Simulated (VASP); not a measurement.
Crystal: Sm3BRh.

```
CELL_PARAMETERS angstrom
4.71044 0.00000 0.00000
0.00000 4.71044 0.00000
0.00000 0.00000 4.71044
ATOMIC_POSITIONS crystal
Sm 0.50000 0.50000 0.00000
Sm 0.00000 0.50000 0.50000
Sm 0.50000 0.00000 0.50000
B 0.50000 0.50000 0.50000
Rh 0.00000 0.00000 0.00000
```

The cell was built from a structure type or drawn by symmetry, and may not be a known phase.

```yaml
Program: VASP 6.6.1
Task: relaxation of cell and atoms
Functional: PBE
Potentials_or_basis: VASP PAW PBE potentials, release 64 (Sm_3, B, Rh_pv), 4f in core
Cutoff: 500 eV
k_mesh: 4 × 4 × 4
Occupations: gaussian, width 0.1 eV
Spin: no spin polarisation
```

At the start: pressure 16.6 GPa; volume 20.90 Å³/atom.

Q: Where does the relaxation end?

A: Over 3 steps the energy falls by 197.5 meV/atom and the volume is 25.35 Å³/atom (+21.3 %); space group Pm-3m (No. 221, to 0.1 Å) before and after.

Step by step:
```
step  energy change (eV)  largest force (eV/Å)  pressure (GPa)  volume (Å³)
   1              0.0000                0.0000           16.59       104.52
   2             -0.7451                0.0000           -5.41       140.81
   3             -0.9876                0.0000            0.13       126.77
```

Final structure:
```yaml
crystal:
  lattice:
    - [5.02346, 0.00000, 0.00000]
    - [0.00000, 5.02346, 0.00000]
    - [0.00000, 0.00000, 5.02346]
  atoms:
    - { symbol: Sm, position: [0.50000, 0.50000, 0.00000] }
    - { symbol: Sm, position: [0.00000, 0.50000, 0.50000] }
    - { symbol: Sm, position: [0.50000, 0.00000, 0.50000] }
    - { symbol: B, position: [0.50000, 0.50000, 0.50000] }
    - { symbol: Rh, position: [0.00000, 0.00000, 0.00000] }
```

Caveat: the volume moved by over 15 % at a fixed basis, so the end points are rough.
